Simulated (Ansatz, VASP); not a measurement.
TiO2 in VASP and in Ansatz

The input INCAR:

```
SYSTEM = TiO2
PREC = Accurate
ENCUT = 520
EDIFF = 1E-7
ISMEAR = 0
SIGMA = 0.05
LREAL = .False.
LASPH = .True.
NELM = 150
ALGO = Normal
ISIF = 2
LWAVE = .False.
LCHARG = .True.
LMAXMIX = 4
LDAU = .True.
LDAUTYPE = 2
LDAUL = 2 -1
LDAUU = 4 0
LDAUJ = 0 0
LDAUPRINT = 1
GGA = PE
LELF = .True.
LVHAR = .True.
NBANDS = 33
```

KPOINTS

```
Automatic mesh
0
Gamma
  8 8 8
  0 0 0
```

The input POSCAR:

```
TiO2
1.0
   -1.8768500000      1.8768500000      5.0203000000
    1.8768500000     -1.8768500000      5.0203000000
    1.8768500000      1.8768500000     -5.0203000000
Ti O
2 4
Direct
    0.0000000000      0.0000000000      0.0000000000
    0.7500000000      0.2500000000      0.5000000000
    0.2052277854      0.2052277854      0.0000000000
    0.9552277854      0.4552277854      0.5000000000
    0.5447722146      0.0447722146      0.5000000000
    0.7947722146      0.7947722146      0.0000000000
```

Input for Ansatz:

```yaml
crystal:
  lattice:
    - [-1.87685, 1.87685, 5.0203]
    - [1.87685, -1.87685, 5.0203]
    - [1.87685, 1.87685, -5.0203]
  atoms:
    - { symbol: Ti, position: [0.0, 0.0, 0.0] }
    - { symbol: Ti, position: [0.75, 0.25, 0.5] }
    - { symbol: O, position: [0.2052277854, 0.2052277854, 0.0] }
    - { symbol: O, position: [0.9552277854, 0.4552277854, 0.5] }
    - { symbol: O, position: [0.5447722146, 0.0447722146, 0.5] }
    - { symbol: O, position: [0.7947722146, 0.7947722146, 0.0] }
basis:
  ecutwfc: 520.0
kpoints:
  mp_grid: { grid: [8, 8, 8] }
hamiltonian:
  xc: pbe
  pseudopotentials: { kind: paw, azcp: { folder: soft_1 } }
  hubbard: { sites: [{ species: Ti, l: d, u_eff: 4.0 }] }
scf:
  occupations: { method: gaussian, width: 0.05 }
output:
  forces: true
  stress: true
  eigenvalues: true
```

Alike in both runs: task single point; functional PBE; k mesh 8 × 8 × 8; occupations gaussian, width 0.05 eV; no spin polarisation; Hubbard terms Ti d U = 4.0 eV.

|  | VASP | Ansatz |
| --- | --- | --- |
| version | VASP 6.6.1 | Ansatz 0.2.0 |
| potentials or method | VASP PAW PBE potentials, release 64 (Ti_sv, O), cutoff 520 eV | scalar-relativistic, plane waves, PAW |
| valence electrons in the cell | 48 | 48 |

Ansatz gave:

- gap on the k mesh at the Fermi level (eV): 2.67
- least direct gap on the mesh (eV): 2.98
- pressure (GPa): 1.7
- traceless stress, the component that is largest in VASP (GPa): -6.01
- rms of the force components (eV/Å): 0.190

**Question.** Estimate VASP's values.

**Answer.** gap on the k mesh at the Fermi level (eV): 2.73; least direct gap on the mesh (eV): 3.05; pressure (GPa): 6.0; traceless stress, the component that is largest in VASP (GPa): -7.44; rms of the force components (eV/Å): 0.145.

The programs project onto different local orbitals, so the same U acts differently, and such runs can settle in different states. Atom by atom the forces differ by 0.044 eV/Å (rms over components).
